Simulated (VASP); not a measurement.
# BeTe (Immm) in VASP: notebook

BeTe is run at these levels: PBE; tasks: single point, relaxation of cell and atoms.

Everything below comes from runs of VASP 6.6.1. Logs are shortened: lines on timing, memory, paths and dates and some standing lists are left out, and cuts for length are marked.

## Step 1: The cell of the first run

It takes space group Immm (No. 71, orthorhombic). Conventional cell: a = 3.250 Å, b = 4.499 Å, c = 6.261 Å, α = 90.00°, β = 90.00°, γ = 90.00°. Be (site symmetry mmm) has 6 Te at 2.78 to 3.13 Å and 2 Be at 3.25 Å within 3.7 Å. Te (site symmetry mmm) has 6 Be at 2.78 to 3.13 Å and 2 Te at 3.25 Å within 3.7 Å.

## Step 2: Single point, PBE

INCAR

```
SYSTEM = BeTe
PREC = Accurate
ENCUT = 520
EDIFF = 1E-7
ISMEAR = 0
SIGMA = 0.1
LREAL = .FALSE.
LASPH = .TRUE.
NELM = 100
ALGO = Normal
ISIF = 2
LWAVE = .FALSE.
LCHARG = .TRUE.
GGA = PE
LELF = .TRUE.
LVHAR = .TRUE.
NBANDS = 11
```

KPOINTS

```
regular mesh
0
G
  6 6 6
  0 0 0
```

POSCAR

```
BeTe
1.0
   -1.6250592300      2.2494250700      3.1303702000
    1.6250592300     -2.2494250700      3.1303702000
    1.6250592300      2.2494250700     -3.1303702000
Be Te
1 1
Direct
    0.5000000000      0.5000000000      0.0000000000
    0.0000000000      0.0000000000      0.0000000000
```

Potentials or basis: VASP PAW PBE potentials, release 64 (Be, Te).

Run with:

```console
$ cat potpaw_PBE.64/Be/POTCAR potpaw_PBE.64/Te/POTCAR > POTCAR
$ mpirun -np 1 vasp_std > vasp.out
```

OUTCAR:

```text
SYSTEM = BeTe
   PREC = Accurate
   ENCUT = 520
   EDIFF = 1E-7
   ISMEAR = 0
   LREAL = .FALSE.
   LASPH = .TRUE.
   NELM = 100
   ISIF = 2
   GGA = PE

 ion  position               nearest neighbor table
   1  0.500  0.500  0.000-   2 2.78   2 2.78   2 2.78   2 2.78
   2  0.000  0.000  0.000-   1 2.78   1 2.78   1 2.78   1 2.78

  LATTYP: Found a body centered orthorhombic cell.
 ALAT       =     3.2501184600
 B/A-ratio  =     1.3842111281
 C/A-ratio  =     1.9263114490

  Lattice vectors:

 A1 = (  -1.6250592300,   2.2494250700,   3.1303702000)
 A2 = (   1.6250592300,  -2.2494250700,   3.1303702000)
 A3 = (   1.6250592300,   2.2494250700,  -3.1303702000)

Analysis of symmetry for initial positions (statically):
=====================================================================
 Subroutine PRICEL returns:
 Original cell was already a primitive cell.

 Routine SETGRP: Setting up the symmetry group for a
 body centered orthorhombic supercell.

 Subroutine GETGRP returns: Found  8 space group operations
 (whereof  8 operations were pure point group operations)
 out of a pool of  8 trial point group operations.

The static configuration has the point symmetry D_2h.

Analysis of symmetry for dynamics (positions and initial velocities):
=====================================================================
 Subroutine PRICEL returns:
 Original cell was already a primitive cell.

 Routine SETGRP: Setting up the symmetry group for a
 body centered orthorhombic supercell.

 Subroutine GETGRP returns: Found  8 space group operations
 (whereof  8 operations were pure point group operations)
 out of a pool of  8 trial point group operations.

The dynamic configuration has the point symmetry D_2h.

 Subroutine INISYM returns: Found  8 space group operations
 (whereof  8 operations are pure point group operations),
 and found     1 'primitive' translations

----------------------------------------------------------------------------------------

                                     Primitive cell

  volume of cell :      45.7716

  direct lattice vectors                    reciprocal lattice vectors
    -1.625059230  2.249425070  3.130370200     0.000000000  0.222279020  0.159725517
     1.625059230 -2.249425070  3.130370200     0.307681093  0.000000000  0.159725517
     1.625059230  2.249425070 -3.130370200     0.307681093  0.222279020  0.000000000

  length of vectors
     4.183293946  4.183293946  4.183293946     0.273715552  0.346669722  0.379572941

  position of ions in fractional coordinates (direct lattice)
     0.500000000  0.500000000  0.000000000
     0.000000000  0.000000000  0.000000000

  ion indices of the primitive-cell ions
   primitive index   ion index
                 1           1
                 2           2

----------------------------------------------------------------------------------------

 KPOINTS: regular mesh

Automatic generation of k-mesh.
 Grid dimensions read from file:
 generate k-points for:    6    6    6

 Generating k-lattice:

  Cartesian coordinates                     Fractional coordinates (reciprocal lattice)
     0.000000000  0.037046503  0.026620920     0.166666667  0.000000000  0.000000000
     0.051280182  0.000000000  0.026620920     0.000000000  0.166666667  0.000000000
     0.051280182  0.037046503  0.000000000     0.000000000  0.000000000  0.166666667

  Length of vectors
     0.045619259  0.057778287  0.063262157

  Shift w.r.t. Gamma in fractional coordinates (k-lattice)
     0.000000000  0.000000000  0.000000000

 Subroutine IBZKPT returns following result:
 ===========================================

 Found     46 irreducible k-points:

 Following reciprocal coordinates:
            Coordinates               Weight
  0.000000  0.000000  0.000000      1.000000
  0.166667  0.000000  0.000000      4.000000
  0.333333  0.000000  0.000000      4.000000
  0.500000  0.000000  0.000000      2.000000
 -0.000000  0.166667  0.000000      4.000000
  0.166667  0.166667  0.000000      8.000000
[... 16 lines left out ...]
 -0.166667  0.166667  0.166667      2.000000
  0.166667  0.333333  0.166667      4.000000
 [... further k-points ...]
   k-points           NKPTS =     46   k-points in BZ     NKDIM =     46   number of bands    NBANDS=     11
   number of dos      NEDOS =    301   number of ions     NIONS =      2
   total plane-waves  NPLWV =  32768
   dimension x,y,z NGX =    32 NGY =   32 NGZ =   32
   dimension x,y,z NGXF=    64 NGYF=   64 NGZF=   64
   ions per type =               1   1
   NGX,Y,Z   is equivalent  to a cutoff of  12.72, 12.72, 12.72 a.u.
   NGXF,Y,Z  is equivalent  to a cutoff of  25.43, 25.43, 25.43 a.u.
 SYSTEM =  BeTe
   PREC   = accura    normal or accurate (medium, high low for compatibility)
   ISTART =      0    job   : 0-new  1-cont  2-samecut
   ICHARG =      2    charge: 1-file 2-atom 10-const
   ISPIN  =      1    spin polarized calculation?
   LNONCOLLINEAR =      F non collinear calculations
   LSORBIT =      F    spin-orbit coupling
   LASPH  =      T    aspherical Exc in radial PAW
   ENCUT  =  520.0 eV  38.22 Ry    6.18 a.u.   7.78  7.78  7.78*2*pi/ulx,y,z
   NELM   =    100;   NELMIN=  2; NELMDL= -5     # of ELM steps
   EDIFF  = 0.1E-06   stopping-criterion for ELM
   LREAL  =      F    real-space projection
   EDIFFG = 0.1E-05   stopping-criterion for IOM
   NSW    =      0    number of steps for IOM
   IBRION =     -1    ionic relax: 0-MD 1-quasi-New 2-CG
   NFREE  =      0    steps in history (QN), initial steepest desc. (CG)
   ISIF   =      2    stress and relaxation
   ISYM   =      2    0-nonsym 1-usesym 2-fastsym
   POTIM  = 0.5000    time-step for ionic-motion
   TEBEG  =    0.0;   TEEND  =   0.0 temperature during run
   PSTRESS=    0.0 pullay stress
   NELECT =       8.0000    total number of electrons
   NUPDOWN=      -1.0000    fix difference up-down
   EMIN   =  10.00;   EMAX   =-10.00  energy-range for DOS
   EFERMI =   0.00;   METHOD = LEGACY
   ISMEAR =     0;   SIGMA  =   0.10  broadening in eV -4-tet -1-fermi 0-gaus
   EFERMI_NEDOS =   21; number of points for ismear=-14 and -15
   IALGO  =     38    algorithm
   IMIX   =      4    mixing-type and parameters
     AMIX     =   0.40;   BMIX     =  1.00
     AMIX_MAG =   1.60;   BMIX_MAG =  1.00
  volume/ion in A,a.u.               =      22.89       154.44
  Fermi-wavevector in a.u.,A,eV,Ry     =   0.915319  1.729703 11.399093  0.837810
  Thomas-Fermi vector in A             =   2.040047
   LORBIT       =      0    0 simple, 1 ext, 2 COOP (PROOUT), +10 PAW based schemes
   GGA     = PE    functional components
   LHFCALC =     F    Hartree Fock is set to
   AEXX    =    0.0000 exact exchange contribution
   IVDW    =     0    specifies the selected vdW correction
   LEPSILON=     F    determine dielectric tensor
   LRPA    =     F    only Hartree local field effects (RPA)
 non-spin polarized calculation
 Gauss-broadening in eV      SIGMA  =   0.10
  energy-cutoff  :      520.00
  volume of cell :       45.77
 maximum number of plane-waves:      1250
   NGX = 15   NGY = 15   NGZ = 15

 number of electron       8.0000000 magnetization

 Free energy of the ion-electron system (eV)
  ---------------------------------------------------
  ext. energy  EPLUGINS =         0.00000000
  ---------------------------------------------------
  free energy    TOTEN  =        -5.91695270 eV

  energy without entropy =       -5.91464976  energy(sigma->0) =       -5.91580123

 E-fermi :   5.8668     XC(G=0):  -9.2762

 val. band max:        5.8006897795   @ k =   0.5000   0.5000   0.3333
 cond. band min:       5.9620006647   @ k =  -0.3333   0.3333  -0.0000
 fundamental gap:      0.1613108853
 Fermi energy:         5.8667677683

 k-point     1 :       0.0000    0.0000    0.0000
  band No.  band energies     occupation
      1      -7.1457      2.00000
      2       2.7427      2.00000
      3       5.0180      2.00000
      4       5.4971      2.00000
      5       7.5003      0.00000
      6       9.0027      0.00000
      7      10.3789      0.00000
      8      12.5027      0.00000
      9      12.8635      0.00000
     10      13.4969      0.00000
     11      13.5329      0.00000

 k-point     2 :       0.1667    0.0000    0.0000
  band No.  band energies     occupation
      1      -6.9714      2.00000
      2       1.5677      2.00000
      3       4.4416      2.00000
      4       6.9218      0.00000
      5       7.5359      0.00000
      6       8.1737      0.00000
      7      11.8127      0.00000
      8      11.8477      0.00000
      9      12.6691      0.00000
     10      13.5762      0.00000
     11      14.4916      0.00000

 k-point     3 :       0.3333    0.0000    0.0000
  band No.  band energies     occupation
      1      -6.5578      2.00000
      2      -0.1143      2.00000
      3       4.1972      2.00000
      4       6.9853      0.00000
      5       7.6375      0.00000
      6       8.8328      0.00000
      7      10.8679      0.00000
      8      11.8972      0.00000
      9      13.6461      0.00000
     10      14.9132      0.00000
     11      16.6256      0.00000

 k-point     4 :       0.5000    0.0000    0.0000
  band No.  band energies     occupation
      1      -6.3020      2.00000
      2      -0.8462      2.00000
      3       4.1409      2.00000
      4       6.5915      0.00000
      5       7.7105      0.00000
      6       9.9481      0.00000
      7      10.4464      0.00000
      8      11.3184      0.00000
      9      13.9387      0.00000
     10      15.2088      0.00000
     11      17.4158      0.00000
[... 239 lines left out ...]
 k-point    22 :       0.3333    0.1667    0.1667
  band No.  band energies     occupation
      1      -5.0932      2.00000
      2       0.4954      2.00000
      3       1.8479      2.00000
      4       3.9976      2.00000
      5       6.9884      0.00000
      6       7.7778      0.00000
      7      12.0882      0.00000
      8      12.2909      0.00000
      9      12.7510      0.00000
     10      13.2667      0.00000
     11      18.2006      0.00000

 k-point    23 :      -0.1667    0.1667    0.1667
  band No.  band energies     occupation
      1      -5.8561      2.00000
      2       1.9967      2.00000
      3       4.1567      2.00000
      4       4.7829      2.00000
      5       6.7470      0.00000
      6       8.2117      0.00000
      7       8.8289      0.00000
      8       9.7739      0.00000
      9      11.3687      0.00000
     10      11.8311      0.00000
     11      14.5478      0.00000

 k-point    24 :       0.1667    0.3333    0.1667
  band No.  band energies     occupation
      1      -4.5166      2.00000
      2       0.1883      2.00000
      3       2.0865      2.00000
      4       3.2267      2.00000
      5       7.0041      0.00000
      6       8.2833      0.00000
      7      10.7610      0.00000
      8      11.5853      0.00000
      9      12.1485      0.00000
     10      12.3786      0.00000
     11      19.0337      0.00000

 [... further k-points ...]
[... 5 lines left out ...]
  --------------------------------------------------------------------------------------
  -------------------------------------------------------------------------------------
  Total        1.2904099     -2.9136155     -3.0169002      0.0000000      0.0000000      0.0000000
  in kB       45.1691427   -101.9873723   -105.6027202      0.0000000      0.0000000      0.0000000
  external PRESSURE =     -54.1403166 kB  Pullay stress =       0.0000000 kB

 VOLUME and BASIS-vectors are now :
 -----------------------------------------------------------------------------
  energy-cutoff  :      520.00
  volume of cell :       45.77
      direct lattice vectors                 reciprocal lattice vectors
    -1.625059230  2.249425070  3.130370200     0.000000000  0.222279020  0.159725517
     1.625059230 -2.249425070  3.130370200     0.307681093  0.000000000  0.159725517
     1.625059230  2.249425070 -3.130370200     0.307681093  0.222279020  0.000000000

 POSITION                                       TOTAL-FORCE (eV/Angst)
 -----------------------------------------------------------------------------------
      0.00000      0.00000      3.13037        -0.000000      0.000000     -0.000000
      0.00000      0.00000      0.00000         0.000000      0.000000      0.000000
 -----------------------------------------------------------------------------------
    total drift:                                0.000000     -0.000000      0.000000

  FREE ENERGIE OF THE ION-ELECTRON SYSTEM (eV)
  ---------------------------------------------------
  free  energy   TOTEN  =        -5.9169526995 eV

  energy  without entropy=       -5.9146497640  energy(sigma->0) =       -5.91580123
```

It took 16 s on 1 thread of Intel Xeon Platinum 8488C (Sapphire Rapids), shared host; peak memory 0.18 GiB.

What came out:

```
Free energy            : -5.9170 eV
Pressure               : -5.4 GPa
Band gap on the k mesh : zero (band 4 reaches 7.85 eV, above the bottom of band 5 at 4.48 eV)
```

Caveat: the k points lie up to 0.40 Å⁻¹ apart; spin-orbit coupling is left out, which moves the levels of the heavy elements.

(Continued in part 2 of 2.)
